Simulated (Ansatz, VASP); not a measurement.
# Rb in VASP and in Ansatz

Contents of INCAR:

```
PREC = Accurate
ENCUT = 520
EDIFF = 1E-6
ISMEAR = 0
SIGMA = 0.6
LREAL = False
LASPH = True
NELM = 100
ALGO = Normal
ISIF = 2
LWAVE = False
LCHARG = False
GGA = PE
NBANDS = 10
```

Contents of KPOINTS:

```
regular mesh
0
Gamma
  8 8 8
```

The input POSCAR:

```
Rb
1.0
   -2.8359049291      2.8359049291      2.8359049291
    2.8359049291     -2.8359049291      2.8359049291
    2.8359049291      2.8359049291     -2.8359049291
Rb
1
Direct
    0.0000000000      0.0000000000      0.0000000000
```

Input for Ansatz:

```yaml
crystal:
  lattice:
    - [-2.8359049291, 2.8359049291, 2.8359049291]
    - [2.8359049291, -2.8359049291, 2.8359049291]
    - [2.8359049291, 2.8359049291, -2.8359049291]
  atoms:
    - { symbol: Rb, position: [0.0, 0.0, 0.0] }
hamiltonian:
  xc: pbe
  pseudopotentials:
    kind: paw
    azcp:
      Rb: "pseudopotentials/Rb.paw.azcp"
basis:
  ecutwfc: 420
  fft_grid_basis: typed
kpoints:
  mp_grid: { grid: [8, 8, 8], shift: [0, 0, 0] }
magnetization:
  spin_polarized: false
scf:
  occupations: { method: gaussian, width: 0.6 }
  lower_state_search: "off"
output:
  stress: true
  write_density: true
  write_potential: true
  elf: true
  volumetric_format: npy
```

Alike in both runs: task single point; functional PBE; k mesh 8 × 8 × 8; occupations gaussian, width 0.6 eV; no spin polarisation.

|  | VASP | Ansatz |
| --- | --- | --- |
| version | VASP 6.6.1 | Ansatz 0.2.0 |
| potentials or method | VASP PAW PBE potentials, release 64 (Rb_sv), cutoff 520 eV | plane waves (420 eV) with PAW, scalar-relativistic |
| valence electrons in the cell | 9 | 9 |

```tsv
	VASP	Ansatz	Ansatz less VASP
pressure (GPa)	0.0	0.0	0.00
```
